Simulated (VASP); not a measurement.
# P (P6_3/mmc) in VASP: a series of runs

The runs below take P through single point, with PBE.

All numbers are computed with VASP 6.6.1; they aren't measurements. Logs are shortened: lines on timing, memory, paths and dates and some standing lists are left out, and cuts for length are marked.

### Step 1. The cell of the first run

It takes space group P6_3/mmc (No. 194, hexagonal). Conventional cell: a = 2.503 Å, b = 2.503 Å, c = 4.176 Å, α = 90.00°, β = 90.00°, γ = 120.00°. Within 3.3 Å of P (site symmetry -6m2) lie 12 P at 2.50 to 2.54 Å.

This isn't the form of P at room conditions, which is orthorhombic.

### Step 2. Single point, PBE (11.33 Å³/atom)

Contents of INCAR:

```
PREC = Accurate
ENCUT = 520
EDIFF = 1E-6
ISMEAR = -1
SIGMA = 0.05
LREAL = F
LASPH = T
NELM = 100
ALGO = Normal
ISIF = 2
LWAVE = F
LCHARG = F
GGA = PE
NBANDS = 12
```

Contents of KPOINTS:

```
Automatic mesh
0
Gamma
  17 17 10
```

Contents of POSCAR:

```
P
1.0
    2.5028770852      0.0000000000      0.0000000000
   -1.2514385426      2.1675551384      0.0000000000
    0.0000000000      0.0000000000      4.1758258690
P
2
Direct
    0.3333333333      0.6666666667      0.2500000000
    0.6666666667      0.3333333333      0.7500000000
```

Potentials or basis: VASP PAW PBE potentials, release 64 (P).

Launch:

```
cat potpaw_PBE.64/P/POTCAR > POTCAR
mpirun -np 1 vasp_std > vasp.out
```

OUTCAR:

```text
PREC = Accurate
   ENCUT = 520
   EDIFF = 1E-6
   ISMEAR = -1
   LREAL = F
   LASPH = T
   NELM = 100
   ISIF = 2
   GGA = PE

 ion  position               nearest neighbor table
   1  0.333  0.667  0.250-   2 2.54   2 2.54   2 2.54   2 2.54   2 2.54   2 2.54
   2  0.667  0.333  0.750-   1 2.54   1 2.54   1 2.54   1 2.54   1 2.54   1 2.54

  LATTYP: Found a hexagonal cell.
 ALAT       =     2.5028770852
 C/A-ratio  =     1.6684102842

  Lattice vectors:

 A1 = (   2.5028770852,   0.0000000000,   0.0000000000)
 A2 = (  -1.2514385426,   2.1675551384,   0.0000000000)
 A3 = (   0.0000000000,   0.0000000000,   4.1758258690)

Analysis of symmetry for initial positions (statically):
=====================================================================
 Subroutine PRICEL returns:
 Original cell was already a primitive cell.

 Routine SETGRP: Setting up the symmetry group for a
 hexagonal supercell.

 Subroutine GETGRP returns: Found 24 space group operations
 (whereof 12 operations were pure point group operations)
 out of a pool of 24 trial point group operations.

The static configuration has the point symmetry D_3d.
 The point group associated with its full space group is D_6h.

Analysis of symmetry for dynamics (positions and initial velocities):
=====================================================================
 Subroutine PRICEL returns:
 Original cell was already a primitive cell.

 Routine SETGRP: Setting up the symmetry group for a
 hexagonal supercell.

 Subroutine GETGRP returns: Found 24 space group operations
 (whereof 12 operations were pure point group operations)
 out of a pool of 24 trial point group operations.

The dynamic configuration has the point symmetry D_3d.
 The point group associated with its full space group is D_6h.

 Subroutine INISYM returns: Found 24 space group operations
 (whereof 12 operations are pure point group operations),
 and found     1 'primitive' translations

----------------------------------------------------------------------------------------

                                     Primitive cell

  volume of cell :      22.6544

  direct lattice vectors                    reciprocal lattice vectors
     2.502877085  0.000000000  0.000000000     0.399540196  0.230674639  0.000000000
    -1.251438543  2.167555138  0.000000000     0.000000000  0.461349279  0.000000000
     0.000000000  0.000000000  4.175825869     0.000000000  0.000000000  0.239473587

  length of vectors
     2.502877085  2.502877085  4.175825869     0.461349279  0.461349279  0.239473587

  position of ions in fractional coordinates (direct lattice)
     0.333333333  0.666666667  0.250000000
     0.666666667  0.333333333  0.750000000

  ion indices of the primitive-cell ions
   primitive index   ion index
                 1           1
                 2           2

----------------------------------------------------------------------------------------

 KPOINTS: Automatic mesh

Automatic generation of k-mesh.
 Grid dimensions read from file:
 generate k-points for:   17   17   10

 Generating k-lattice:

  Cartesian coordinates                     Fractional coordinates (reciprocal lattice)
     0.023502364  0.013569096  0.000000000     0.058823529 -0.000000000  0.000000000
     0.000000000  0.027138193  0.000000000     0.000000000  0.058823529  0.000000000
     0.000000000  0.000000000  0.023947359     0.000000000  0.000000000  0.100000000

  Length of vectors
     0.027138193  0.027138193  0.023947359

  Shift w.r.t. Gamma in fractional coordinates (k-lattice)
     0.000000000  0.000000000  0.000000000

 Subroutine IBZKPT returns following result:
 ===========================================

 Found    198 irreducible k-points:

 Following reciprocal coordinates:
            Coordinates               Weight
  0.000000  0.000000  0.000000      1.000000
  0.058824 -0.000000  0.000000      6.000000
  0.117647 -0.000000  0.000000      6.000000
  0.176471 -0.000000  0.000000      6.000000
  0.235294 -0.000000  0.000000      6.000000
  0.294118 -0.000000  0.000000      6.000000
[... 16 lines left out ...]
  0.411765  0.117647  0.000000     12.000000
  0.176471  0.176471  0.000000      6.000000
 [... further k-points ...]
   k-points           NKPTS =    198   k-points in BZ     NKDIM =    198   number of bands    NBANDS=     12
   number of dos      NEDOS =    301   number of ions     NIONS =      2
   total plane-waves  NPLWV =  12800
   dimension x,y,z NGX =    20 NGY =   20 NGZ =   32
   dimension x,y,z NGXF=    40 NGYF=   40 NGZF=   64
   ions per type =               2
   NGX,Y,Z   is equivalent  to a cutoff of  13.28, 13.28, 12.74 a.u.
   NGXF,Y,Z  is equivalent  to a cutoff of  26.57, 26.57, 25.48 a.u.
 SYSTEM =  unknown system
   PREC   = accura    normal or accurate (medium, high low for compatibility)
   ISTART =      0    job   : 0-new  1-cont  2-samecut
   ICHARG =      2    charge: 1-file 2-atom 10-const
   ISPIN  =      1    spin polarized calculation?
   LNONCOLLINEAR =      F non collinear calculations
   LSORBIT =      F    spin-orbit coupling
   LASPH  =      T    aspherical Exc in radial PAW
   ENCUT  =  520.0 eV  38.22 Ry    6.18 a.u.   4.65  4.65  7.76*2*pi/ulx,y,z
   NELM   =    100;   NELMIN=  2; NELMDL= -5     # of ELM steps
   EDIFF  = 0.1E-05   stopping-criterion for ELM
   LREAL  =      F    real-space projection
   EDIFFG = 0.1E-04   stopping-criterion for IOM
   NSW    =      0    number of steps for IOM
   IBRION =     -1    ionic relax: 0-MD 1-quasi-New 2-CG
   NFREE  =      0    steps in history (QN), initial steepest desc. (CG)
   ISIF   =      2    stress and relaxation
   ISYM   =      2    0-nonsym 1-usesym 2-fastsym
   POTIM  = 0.5000    time-step for ionic-motion
   TEBEG  =    0.0;   TEEND  =   0.0 temperature during run
   PSTRESS=    0.0 pullay stress
   NELECT =      10.0000    total number of electrons
   NUPDOWN=      -1.0000    fix difference up-down
   EMIN   =  10.00;   EMAX   =-10.00  energy-range for DOS
   EFERMI =   0.00;   METHOD = LEGACY
   ISMEAR =    -1;   SIGMA  =   0.05  broadening in eV -4-tet -1-fermi 0-gaus
   EFERMI_NEDOS =   21; number of points for ismear=-14 and -15
   IALGO  =     38    algorithm
   IMIX   =      4    mixing-type and parameters
     AMIX     =   0.40;   BMIX     =  1.00
     AMIX_MAG =   1.60;   BMIX_MAG =  1.00
  volume/ion in A,a.u.               =      11.33        76.44
  Fermi-wavevector in a.u.,A,eV,Ry     =   1.246496  2.355535 21.140076  1.553752
  Thomas-Fermi vector in A             =   2.380671
   LORBIT       =      0    0 simple, 1 ext, 2 COOP (PROOUT), +10 PAW based schemes
   GGA     = PE    functional components
   LHFCALC =     F    Hartree Fock is set to
   AEXX    =    0.0000 exact exchange contribution
   IVDW    =     0    specifies the selected vdW correction
   LEPSILON=     F    determine dielectric tensor
   LRPA    =     F    only Hartree local field effects (RPA)
 non-spin polarized calculation
  energy-cutoff  :      520.00
  volume of cell :       22.65
 maximum number of plane-waves:       624
 NGX is ok and might be reduce to    20
   NGX =  9   NGY =  9   NGZ = 15

 number of electron      10.0000001 magnetization

 Free energy of the ion-electron system (eV)
  ---------------------------------------------------
  ext. energy  EPLUGINS =         0.00000000
  ---------------------------------------------------
  free energy    TOTEN  =        -8.55060867 eV

  energy without entropy =       -8.54613603  energy(sigma->0) =       -8.54837235

 E-fermi :  13.7994     XC(G=0): -12.6074

 val. band max:       13.7631993001   @ k =   0.1765   0.1176   0.1000
 cond. band min:      13.8041451392   @ k =   0.3529   0.1176   0.0000
 fundamental gap:      0.0409458391
 Fermi energy:        13.7993866418

 k-point     1 :       0.0000    0.0000    0.0000
  band No.  band energies     occupation
      1      -5.4871      2.00000
      2       1.8313      2.00000
      3       3.3944      2.00000
      4      20.4501      0.00000
      5      20.4501      0.00000
      6      22.4440      0.00000
      7      22.4440      0.00000
      8      22.7452      0.00000
      9      24.8716      0.00000
     10      26.3466      0.00000
     11      26.8656      0.00000
     12      26.8656      0.00000

 k-point     2 :       0.0588   -0.0000    0.0000
  band No.  band energies     occupation
      1      -5.3820      2.00000
      2       1.9345      2.00000
      3       3.4939      2.00000
      4      19.1441      0.00000
      5      19.8070      0.00000
      6      22.1001      0.00000
      7      22.6690      0.00000
      8      22.9158      0.00000
      9      25.2951      0.00000
     10      25.7907      0.00000
     11      26.5836      0.00000
     12      27.2099      0.00000

 k-point     3 :       0.1176   -0.0000    0.0000
  band No.  band energies     occupation
      1      -5.0670      2.00000
      2       2.2438      2.00000
      3       3.7921      2.00000
      4      16.7395      0.00000
      5      18.7362      0.00000
      6      21.1207      0.00000
      7      22.3149      0.00000
      8      23.1060      0.00000
      9      23.6202      0.00000
     10      26.3073      0.00000
     11      27.0094      0.00000
     12      27.3390      0.00000
[... 286 lines left out ...]
 k-point    23 :       0.4118    0.1176    0.0000
  band No.  band energies     occupation
      1       1.3410      2.00000
      2       3.3435      2.00000
      3       8.5804      2.00000
      4       9.5856      2.00000
      5      10.2217      2.00000
      6      11.7285      2.00000
      7      12.3030      2.00000
      8      17.9306      0.00000
      9      21.0123      0.00000
     10      22.0658      0.00000
     11      28.2853      0.00000
     12      28.5626      0.00000

 k-point    24 :       0.1765    0.1765    0.0000
  band No.  band energies     occupation
      1      -2.6686      2.00000
      2       4.5895      2.00000
      3       6.0578      2.00000
      4      10.6004      2.00000
      5      11.6183      2.00000
      6      17.4288      0.00000
      7      17.5711      0.00000
      8      18.0992      0.00000
      9      21.8100      0.00000
     10      25.4991      0.00000
     11      26.5148      0.00000
     12      27.2179      0.00000

 [... further k-points ...]
[... 5 lines left out ...]
  --------------------------------------------------------------------------------------
  -------------------------------------------------------------------------------------
  Total        5.0397139      5.0397139      5.0512110      0.0000000     -0.0000000      0.0000000
  in kB      356.4219239    356.4219239    357.2350267      0.0000000     -0.0000000      0.0000000
  external PRESSURE =     356.6929582 kB  Pullay stress =       0.0000000 kB

 VOLUME and BASIS-vectors are now :
 -----------------------------------------------------------------------------
  energy-cutoff  :      520.00
  volume of cell :       22.65
      direct lattice vectors                 reciprocal lattice vectors
     2.502877085  0.000000000  0.000000000     0.399540196  0.230674639  0.000000000
    -1.251438543  2.167555138  0.000000000     0.000000000  0.461349279  0.000000000
     0.000000000  0.000000000  4.175825869     0.000000000  0.000000000  0.239473587

 POSITION                                       TOTAL-FORCE (eV/Angst)
 -----------------------------------------------------------------------------------
     -0.00000      1.44504      1.04396        -0.000000     -0.000000      0.000000
      1.25144      0.72252      3.13187         0.000000      0.000000      0.000000
 -----------------------------------------------------------------------------------
    total drift:                               -0.000000      0.000000      0.000000

  FREE ENERGIE OF THE ION-ELECTRON SYSTEM (eV)
  ---------------------------------------------------
  free  energy   TOTEN  =        -8.5506086725 eV

  energy  without entropy=       -8.5461360298  energy(sigma->0) =       -8.54837235
```

It took 19 s on 1 thread of Intel Xeon Platinum 8488C (Sapphire Rapids), shared host; peak memory 0.16 GiB.

Results:

* Free energy: -8.5506 eV
* Pressure: 35.7 GPa
* Band gap on the k mesh: zero (bands 5 and 6 overlap by 13.88 eV)

Levels at points of the mesh, in eV from the Fermi level:
```csv
k point,band 2,band 3,band 4,band 5,band 6,band 7,band 8,band 9
"(0.00, 0.00, 0.00)",-11.97,-10.40,6.65,6.65,8.64,8.64,8.95,11.07
"(0.00, 0.00, 0.50)",-17.26,-1.51,-1.51,8.00,8.00,8.00,8.00,11.72
```

Caveat: the cell stands under pressure.

### Step 3. Single point, PBE

This run uses another cell than the first one, of 12.78 Å³/atom.

Contents of INCAR:

```
ALGO = Normal
EDIFF = 1E-6
ENCUT = 520
GGA = PE
ISIF = 2
ISMEAR = -1
LASPH = True
LCHARG = False
LREAL = False
LWAVE = False
NBANDS = 12
NELM = 100
PREC = Accurate
SIGMA = 0.05
```

Contents of KPOINTS:

```
k-points
0
Gamma
  17 17 10
```

Contents of POSCAR:

```
P
1.0
    2.6035632094      0.0000000000      0.0000000000
   -1.3017816047      2.2547518797      0.0000000000
    0.0000000000      0.0000000000      4.3538477924
P
2
Direct
    0.3333333333      0.6666666667      0.2500000000
    0.6666666667      0.3333333333      0.7500000000
```

Potentials or basis: VASP PAW PBE potentials, release 64 (P).

Launch:

```
cat potpaw_PBE.64/P/POTCAR > POTCAR
mpirun -np 1 vasp_std > vasp.out
```

Run time: 23 s. Hardware: 1 thread of Intel Xeon Platinum 8488C (Sapphire Rapids), shared host; peak memory 0.16 GiB.

It converged, with:

| Item | Value |
| --- | --- |
| Free energy | -8.9892 eV |
| Pressure | 14.6 GPa |
| Band gap on the k mesh | zero (bands 5 and 6 overlap by 12.11 eV) |

Levels at points of the mesh, in eV from the Fermi level:
| k point | band 1 | band 2 | band 3 | band 4 | band 5 | band 6 | band 7 | band 8 | band 9 | band 10 |
| --- | --- | --- | --- | --- | --- | --- | --- | --- | --- | --- |
| (0.00, 0.00, 0.00) | -17.85 | -11.45 | -9.30 | 5.78 | 5.78 | 7.57 | 7.68 | 7.68 | 10.82 | 11.55 |
| (0.00, 0.00, 0.50) | -16.00 | -16.00 | -1.45 | -1.45 | 6.90 | 6.90 | 6.90 | 6.90 | 11.46 | 11.46 |

Caveat: the cell stands under pressure.
